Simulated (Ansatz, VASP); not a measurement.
# Two plane-wave programs on In3GaAs4

```
In Ga As
1.0
     6.06919    0.00000    0.00000
     0.00000    6.06919    0.00000
     0.00000    0.00000    6.06919
In Ga As
3 1 4
Direct
  0.50000 0.00000 0.00000
  0.00000 0.00000 0.50000
  0.00000 0.50000 0.00000
  0.50000 0.50000 0.50000
  0.25993 0.74007 0.25993
  0.25993 0.25993 0.74007
  0.74007 0.74007 0.74007
  0.74007 0.25993 0.25993
```

Alike in both runs: functional PBE; k mesh 4 × 4 × 4; occupations gaussian, width 0.1 eV; no spin polarisation.

Ansatz relaxed the structure, and its values are those at the end. VASP's run is a single point on that final structure, the one shown.

|  | VASP | Ansatz |
| --- | --- | --- |
| version | VASP 6.6.1 | Ansatz 0.2.0 |
| potentials or method | VASP PAW PBE potentials, release 64 (In_d, Ga_d, As), cutoff 520 eV | scalar-relativistic, plane waves, PAW |
| valence electrons in the cell | 72 | 112 |

```tsv
	VASP	Ansatz	Ansatz less VASP
gap on the k mesh at the Fermi level (eV)	none	none	-
pressure (GPa)	0.3	0.2	-0.07
rms of the force components (eV/Å)	0.004	0.007	+0.0026
```

A gap of «none» marks a metal or a gap that the smearing closes. With one functional, cell and mesh, what is left measures potentials, basis and numerics. VASP's potentials hold 72 valence electrons a cell and Ansatz's 112, so a difference there can come from the potentials and not from the codes.
